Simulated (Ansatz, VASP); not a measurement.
Two plane-wave programs on SrO

INCAR

```
ALGO = Normal
EDIFF = 1E-6
ENCUT = 600
GGA = PE
GGA_COMPAT = False
ISIF = 2
ISMEAR = 0
LASPH = True
LCHARG = False
LREAL = False
LWAVE = False
NBANDS = 15
NELM = 120
PREC = Accurate
SIGMA = 0.01
```

Contents of KPOINTS:

```
k-points
0
Gamma
  6 6 6
```

The input POSCAR:

```
SrO
1.0
    0.0000000000      2.5837846888      2.5837846888
    2.5837846888      0.0000000000      2.5837846888
    2.5837846888      2.5837846888      0.0000000000
Sr O
1 1
Direct
    0.5000000000      0.5000000000      0.5000000000
    0.0000000000      0.0000000000      0.0000000000
```

Input for Ansatz:

```yaml
crystal:
  lattice:
    - [0.0, 2.5837846888, 2.5837846888]
    - [2.5837846888, 0.0, 2.5837846888]
    - [2.5837846888, 2.5837846888, 0.0]
  atoms:
    - { symbol: Sr, position: [0.5, 0.5, 0.5] }
    - { symbol: O, position: [0.0, 0.0, 0.0] }
basis:
  ecutwfc: 420
kpoints:
  mp_grid: { grid: [6, 6, 6] }
hamiltonian:
  xc: pbe
scf:
  occupations: { method: fixed }
  lower_state_search: "off"
  convergence: { dr2_threshold: "1e-9 eV" }
output:
  forces: true
  stress: true
  eigenvalues: true
```

Alike in both runs: task single point; functional PBE; k mesh 6 × 6 × 6; no spin polarisation.

|  | VASP | Ansatz |
| --- | --- | --- |
| version | VASP 6.6.1 | Ansatz 0.2.0 |
| potentials or method | VASP PAW PBE potentials, release 64 (Sr_sv, O), cutoff 600 eV | scalar-relativistic, plane waves, PAW |
| occupations | gaussian, width 0.01 eV | fixed |
| valence electrons in the cell | 16 | 16 |

VASP gave:

```
gap on the k mesh at the Fermi level (eV) : 3.27
least direct gap on the mesh (eV)         : 3.37
pressure (GPa)                            : 1.8
```

Question: Estimate Ansatz's values.

Answer: gap on the k mesh at the Fermi level (eV): 3.32; least direct gap on the mesh (eV): 3.41; pressure (GPa): 1.4.

Ansatz's warnings: stress scf threshold loose.
